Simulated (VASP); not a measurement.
Write the native input for VASP 6.6.1 that does the following.

```yaml
Task: relaxation of cell and atoms
Functional: PBE
Potentials_or_basis: VASP PAW PBE potentials, release 64 (Na_pv)
Cutoff: 600 eV
k_mesh: 15 × 15 × 15
Occupations: fermi-dirac, width 0.08 eV
Spin: no spin polarisation
Target_pressure: 9.4 GPa
Dipole_correction: no
Further_INCAR_settings: ALGO = Normal; EDIFF = 1e-06; IBRION = 2; EDIFFG = -0.005; NSW = 60; ISIF = 3
```

The structure of Na lies in POSCAR:

```
Na
1.0
   -1.7836574211      1.7836574211      1.7836574211
    1.7836574211     -1.7836574211      1.7836574211
    1.7836574211      1.7836574211     -1.7836574211
Na
1
Direct
    0.0000000000      0.0000000000      0.0000000000
```

These files were run (other wordings do the same):

INCAR

```
SYSTEM = Na
ALGO     = Normal         ! electronic algorithm
EDIFF    = 1E-6           ! SCF threshold, eV
EDIFFG   = -0.005         ! ionic threshold
ENCUT    = 600            ! plane-wave cutoff, eV
GGA      = PE             ! functional
IBRION   = 2              ! ionic algorithm
ISIF     = 3              ! what is computed and relaxed
ISMEAR   = -1             ! smearing method
LASPH    = .TRUE.         ! aspherical terms in the spheres
LCHARG   = .FALSE.        ! write CHGCAR
LREAL    = .FALSE.        ! projectors in reciprocal space
LWAVE    = .FALSE.        ! write WAVECAR
NELM     = 60             ! most SCF steps
NSW      = 60             ! ionic steps
PREC     = Accurate       ! precision mode
PSTRESS  = 94.0         
SIGMA    = 0.08           ! smearing width, eV
```

KPOINTS

```
k-points
0
G
  15 15 15
  0 0 0
```

Potentials or basis: VASP PAW PBE potentials, release 64 (Na_pv).

The run is started by

```console
$ cat potpaw_PBE.64/Na_pv/POTCAR > POTCAR
$ mpirun -np 1 vasp_std > vasp.out
```

Results of the run:

```json
{"Relaxed volume": "22.69 Å³/atom", "Relaxed cell": "a = 3.089 Å, b = 3.089 Å, c = 3.089 Å, α = 109.47°, β = 109.47°, γ = 109.47°", "Space group after relaxing (to 0.1 Å)": "Im-3m (No. 229)", "Energy change on relaxing (the run minimises the enthalpy)": "+0.5 meV/atom", "Ionic steps": "4", "Pressure after relaxing": "9.4 GPa", "Band gap on the k mesh": "zero (an odd number of electrons rules out a gap without spin polarisation)"}
```

Caveat: the cell is relaxed towards a set pressure, so the run minimises the enthalpy, not the energy.

Run time: 22 s on 1 thread of AMD EPYC 9R45 96-Core Processor (Zen 5) (shared host), peak memory 0.12 GiB.
